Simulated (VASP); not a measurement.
# Se (Fd-3m) in VASP: further runs, part 2 of 2

VASP 6.6.1. Earlier steps stand in the parts before.

**5. Single point, PBEsol**

The input, INCAR:

```
  PREC = Accurate
  ENCUT = 520
  EDIFF = 1E-6
  ISMEAR = 1
  SIGMA = 0.008
  LREAL = F
  LASPH = T
  NELM = 80
  ALGO = Normal
  ISIF = 2
  LWAVE = F
  LCHARG = F
  GGA = PS
  NBANDS = 13
```

The input, KPOINTS:

```
Automatic mesh
0
Gamma
  6 6 6
```

The input, POSCAR:

```
Se
1.0
    0.0000000000      3.1255665700      3.1255665700
    3.1255665700      0.0000000000      3.1255665700
    3.1255665700      3.1255665700      0.0000000000
Se
2
Direct
    0.5000000000      0.5000000000      0.5000000000
    0.7500000000      0.7500000000      0.7500000000
```

Potentials or basis: VASP PAW PBE potentials, release 64 (Se).

Run with:

```bash
cat potpaw_PBE.64/Se/POTCAR > POTCAR
mpirun -np 1 vasp_std > vasp.out
```

OUTCAR:

```text
PREC = Accurate
   ENCUT = 520
   EDIFF = 1E-6
   ISMEAR = 1
   LREAL = F
   LASPH = T
   NELM = 80
   ISIF = 2
   GGA = PS

 ion  position               nearest neighbor table
   1  0.500  0.500  0.500-   2 2.71   2 2.71   2 2.71   2 2.71
   2  0.750  0.750  0.750-   1 2.71   1 2.71   1 2.71   1 2.71

  LATTYP: Found a face centered cubic cell.
 ALAT       =     6.2511331400

  Lattice vectors:

 A1 = (   0.0000000000,   3.1255665700,   3.1255665700)
[... 434 lines left out ...]
------------------------ aborting loop because EDIFF is reached ----------------------------------------

  FORCE on cell =-STRESS in cart. coord.  units (eV):
  Direction    XX          YY          ZZ          XY          YZ          ZX
  --------------------------------------------------------------------------------------
  -------------------------------------------------------------------------------------
  Total       -0.2180312     -0.2180312     -0.2180312      0.0000000      0.0000000      0.0000000
  in kB       -5.7202222     -5.7202222     -5.7202222      0.0000000      0.0000000      0.0000000
  external PRESSURE =      -5.7202222 kB  Pullay stress =       0.0000000 kB

 VOLUME and BASIS-vectors are now :
 -----------------------------------------------------------------------------
  energy-cutoff  :      520.00
  volume of cell :       61.07
      direct lattice vectors                 reciprocal lattice vectors
     0.000000000  3.125566570  3.125566570    -0.159970997  0.159970997  0.159970997
     3.125566570  0.000000000  3.125566570     0.159970997 -0.159970997  0.159970997
     3.125566570  3.125566570  0.000000000     0.159970997  0.159970997 -0.159970997

 POSITION                                       TOTAL-FORCE (eV/Angst)
 -----------------------------------------------------------------------------------
      3.12557      3.12557      3.12557        -0.000000     -0.000000     -0.000000
      4.68835      4.68835      4.68835         0.000000      0.000000      0.000000
 -----------------------------------------------------------------------------------
    total drift:                                0.000000      0.000000      0.000000

  FREE ENERGIE OF THE ION-ELECTRON SYSTEM (eV)
  ---------------------------------------------------
  free  energy   TOTEN  =        -6.6369937034 eV

  energy  without entropy=       -6.6368683279  energy(sigma->0) =       -6.63695191
```

Wall time 12 s (1 thread of AMD EPYC 9R14 (Zen 4), shared host); peak memory 0.16 GiB.

Results:

```yaml
Free_energy: -6.6370 eV
Pressure: -0.6 GPa
Band_gap_on_the_k_mesh: zero (band 6 reaches 2.52 eV, above the bottom of band 7 at 1.42 eV)
```

Caveat: the PAW data sets were made with another functional, which shifts forces and pressure a little.

**6. Single point, LDA**

The input, INCAR:

```
PREC = Accurate
ENCUT = 520
EDIFF = 1E-6
ISMEAR = 0
SIGMA = 0.1
LREAL = False
LASPH = True
NELM = 80
ALGO = Normal
ISIF = 2
LWAVE = False
LCHARG = False
NBANDS = 13
```

KPOINTS is that of step 5.

POSCAR is that of step 5.

Potentials or basis: VASP PAW LDA potentials, release 64 (Se).

Run with:

```bash
cat potpaw_LDA.64/Se/POTCAR > POTCAR
mpirun -np 1 vasp_std > vasp.out
```

OUTCAR:

```text
PREC = Accurate
   ENCUT = 520
   EDIFF = 1E-6
   ISMEAR = 0
   LREAL = False
   LASPH = True
   NELM = 80
   ISIF = 2

 ion  position               nearest neighbor table
   1  0.500  0.500  0.500-   2 2.71   2 2.71   2 2.71   2 2.71
   2  0.750  0.750  0.750-   1 2.71   1 2.71   1 2.71   1 2.71

  LATTYP: Found a face centered cubic cell.
 ALAT       =     6.2511331400

  Lattice vectors:

 A1 = (   0.0000000000,   3.1255665700,   3.1255665700)
 A2 = (   3.1255665700,   0.0000000000,   3.1255665700)
 A3 = (   3.1255665700,   3.1255665700,   0.0000000000)

Analysis of symmetry for initial positions (statically):
=====================================================================
 Subroutine PRICEL returns:
 Original cell was already a primitive cell.

 Routine SETGRP: Setting up the symmetry group for a
 face centered cubic supercell.

 Subroutine GETGRP returns: Found 48 space group operations
 (whereof 24 operations were pure point group operations)
 out of a pool of 48 trial point group operations.

The static configuration has the point symmetry T_d .
 The point group associated with its full space group is O_h .
[... 166 lines left out ...]
      4      -1.2184      2.00000
      5      -1.2184      2.00000
      6       1.4790      2.00000
      7       1.4790      2.00000
      8       1.4790      2.00000
      9       6.3648      0.00000
     10       9.8877      0.00000
     11       9.8877      0.00000
     12      11.6998      0.00000
     13      11.6998      0.00000
[... 226 lines left out ...]
  band No.  band energies     occupation
      1     -11.1120      2.00000
      2     -11.1120      2.00000
      3      -2.9383      2.00000
      4      -2.9383      2.00000
      5       0.8715      2.00000
      6       0.8715      2.00000
      7       3.9825      0.00000
      8       3.9825      0.00000
      9       8.1608      0.00000
     10       8.1608      0.00000
     11      11.7148      0.00000
     12      11.7148      0.00000
     13      14.9335      0.00000

------------------------ aborting loop because EDIFF is reached ----------------------------------------

  FORCE on cell =-STRESS in cart. coord.  units (eV):
  Direction    XX          YY          ZZ          XY          YZ          ZX
  --------------------------------------------------------------------------------------
  -------------------------------------------------------------------------------------
  Total       -0.6364318     -0.6364318     -0.6364318      0.0000000      0.0000000      0.0000000
  in kB      -16.6972975    -16.6972975    -16.6972975      0.0000000      0.0000000      0.0000000
  external PRESSURE =     -16.6972975 kB  Pullay stress =       0.0000000 kB

 VOLUME and BASIS-vectors are now :
 -----------------------------------------------------------------------------
  energy-cutoff  :      520.00
  volume of cell :       61.07
      direct lattice vectors                 reciprocal lattice vectors
     0.000000000  3.125566570  3.125566570    -0.159970997  0.159970997  0.159970997
     3.125566570  0.000000000  3.125566570     0.159970997 -0.159970997  0.159970997
     3.125566570  3.125566570  0.000000000     0.159970997  0.159970997 -0.159970997

 POSITION                                       TOTAL-FORCE (eV/Angst)
 -----------------------------------------------------------------------------------
      3.12557      3.12557      3.12557        -0.000000     -0.000000     -0.000000
      4.68835      4.68835      4.68835         0.000000      0.000000      0.000000
 -----------------------------------------------------------------------------------
    total drift:                                0.000000      0.000000      0.000000

  FREE ENERGIE OF THE ION-ELECTRON SYSTEM (eV)
  ---------------------------------------------------
  free  energy   TOTEN  =        -7.2032917516 eV

  energy  without entropy=       -7.1960768341  energy(sigma->0) =       -7.19968429
```

OSZICAR:

```text
N       E                     dE             d eps       ncg     rms          rms(c)
DAV:   1     0.542722894956E+02    0.54272E+02   -0.46723E+03   416   0.743E+02
DAV:   2    -0.330154368503E+01   -0.57574E+02   -0.54690E+02   553   0.130E+02
DAV:   3    -0.717668885250E+01   -0.38751E+01   -0.38240E+01   521   0.372E+01
DAV:   4    -0.721151039537E+01   -0.34822E-01   -0.34818E-01   506   0.412E+00
DAV:   5    -0.721176162221E+01   -0.25123E-03   -0.25122E-03   531   0.353E-01    0.604E+00
DAV:   6    -0.720615066908E+01    0.56110E-02   -0.18089E-03   506   0.254E-01    0.359E+00
DAV:   7    -0.720328350619E+01    0.28672E-02   -0.36144E-03   481   0.360E-01    0.480E-02
DAV:   8    -0.720329067565E+01   -0.71695E-05   -0.85204E-05   511   0.596E-02    0.180E-02
DAV:   9    -0.720329178031E+01   -0.11047E-05   -0.14342E-06   402   0.822E-03    0.580E-03
DAV:  10    -0.720329175156E+01    0.28751E-07   -0.17956E-07   343   0.308E-03
   1 F= -.72032918E+01 E0= -.71996843E+01  d E =-.721492E-02
```

It took 9.8 s on 1 thread of AMD EPYC 9R14 (Zen 4), shared host; peak memory 0.13 GiB.

What came out:

```yaml
Free_energy: -7.2033 eV
Pressure: -1.7 GPa
Band_gap_on_the_k_mesh: zero (band 6 reaches 2.57 eV, above the bottom of band 7 at 1.48 eV)
```

**7. The runs side by side**

| level | potentials or basis | k mesh | smearing | gap on the mesh (eV) | pressure (GPa) |
| --- | --- | --- | --- | --- | --- |
| PBE | VASP PAW PBE potentials, release 64 (Se) | 4 × 4 × 4 | fermi-dirac 0.12 eV | none | 2.1 |
| PBE | VASP PAW PBE potentials, release 64 (Se) | 5 × 5 × 5 | gaussian 0.1 eV | none | 1.6 |
| PBEsol | VASP PAW PBE potentials, release 64 (Se) | 6 × 6 × 6 | methfessel-paxton 0.008 eV | none | -0.6 |
| LDA | VASP PAW LDA potentials, release 64 (Se) | 6 × 6 × 6 | gaussian 0.1 eV | none | -1.7 |

Alike in all rows: task single point; no spin polarisation; cell as given; cutoff (eV) 520.

Caveats: some runs use coarse meshes; the PAW data sets were made with another functional, which shifts forces and pressure a little (some runs).

Absolute energies hang on the potentials; compare differences alone.
